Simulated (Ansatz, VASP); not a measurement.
One calculation of W2AuN3, two programs

```
CELL_PARAMETERS angstrom
2.98252 0.00000 0.00000
-1.49126 2.58294 0.00000
0.00000 0.00000 10.17676
ATOMIC_POSITIONS crystal
W 0.33333 0.66667 0.74653
W 0.66667 0.33333 0.28618
Au 0.33333 0.66667 0.07064
N 0.66667 0.33333 0.87041
N 0.66667 0.33333 0.64288
N 0.33333 0.66667 0.38336
```

Change from the starting cell: species swapped into the TeMo2S3 type (P3m1, No. 156).

Alike in both runs: functional PBE; k mesh 5 × 5 × 1; occupations gaussian, width 0.15 eV; no spin polarisation.

Ansatz relaxed the structure, and its values are those at the end. VASP's run is a single point on that final structure, the one shown.

```csv
,VASP,Ansatz
version,VASP 6.6.1,Ansatz 0.2.0
potentials or method,"VASP PAW PBE potentials, release 64 (W_sv, Au, N), cutoff 600 eV","scalar-relativistic, plane waves, PAW"
valence electrons in the cell,54,62
```

Ansatz gave:

```
gap on the k mesh at the Fermi level (eV) : none
pressure (GPa)                            : 0.2
rms of the force components (eV/Å)        : 0.024
```

**Question.** Which values does VASP return?

**Answer.** gap on the k mesh at the Fermi level (eV): none; pressure (GPa): 1.1; rms of the force components (eV/Å): 0.063.

A gap of «none» marks a metal or a gap that the smearing closes. VASP's potentials hold 54 valence electrons a cell and Ansatz's 62, so a difference there can come from the potentials and not from the codes.

The k mesh is coarse, so the values compare programs but aren't converged. Spin-orbit coupling is off throughout.
